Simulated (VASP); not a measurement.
Set up this calculation in VASP 6.6.1, as the native input.

```
Task                   : relaxation of cell and atoms
Functional             : PBEsol
Potentials or basis    : VASP PAW PBE potentials, release 64 (Lu)
Cutoff                 : 600 eV
k mesh                 : 13 × 13 × 8
Occupations            : fermi-dirac, width 0.05 eV
Spin                   : no spin polarisation
Dipole correction      : no
Further INCAR settings : ALGO = Normal; EDIFF = 1e-07; IBRION = 2; EDIFFG = -0.02; NSW = 80; ISIF = 3
```

The structure of Lu lies in POSCAR:

```
Lu
1.0
    3.5031000000      0.0000000000      0.0000000000
   -1.7515500000      3.0337740000      0.0000000000
    0.0000000000      0.0000000000      5.5509000000
Lu
2
Direct
    0.3333333333      0.6666666667      0.2500000000
    0.6666666667      0.3333333333      0.7500000000
```

One way to write it, as run:

INCAR

```
  PREC = Accurate
  ENCUT = 600
  EDIFF = 1E-7
  ISMEAR = -1
  SIGMA = 0.05
  LREAL = False
  LASPH = True
  NELM = 80
  ALGO = Normal
  ISIF = 3
  LWAVE = False
  LCHARG = False
  GGA = PS
  IBRION = 2
  NSW = 80
  EDIFFG = -0.02
```

KPOINTS

```
regular mesh
0
Gamma
  13 13 8
```

Potentials or basis: VASP PAW PBE potentials, release 64 (Lu).

Run with:

```bash
$ cat potpaw_PBE.64/Lu/POTCAR > POTCAR
$ mpirun -np 1 vasp_std > vasp.out
```

Results of the run:

```yaml
Relaxed_volume: 27.57 Å³/atom
Relaxed_cell: a = 3.450 Å, b = 3.450 Å, c = 5.352 Å, α = 90.00°, β = 90.00°, γ = 120.00°
Space_group_after_relaxing_to_0.1_Å: P6_3/mmc (No. 194)
Energy_gained_by_relaxing: 19.9 meV/atom
Ionic_steps: 7
Pressure_after_relaxing: 0.0 GPa
Band_gap_on_the_k_mesh: zero (bands 25 and 26 overlap by 1.91 eV)
```

Caveat: the PAW data sets were made with another functional, which shifts forces and pressure a little; spin-orbit coupling is left out, which moves the levels of the heavy elements.

It took 15 min on 1 thread of Intel(R) Xeon(R) Platinum 8488C (Sapphire Rapids), with other jobs on the host, peak memory 0.34 GiB.
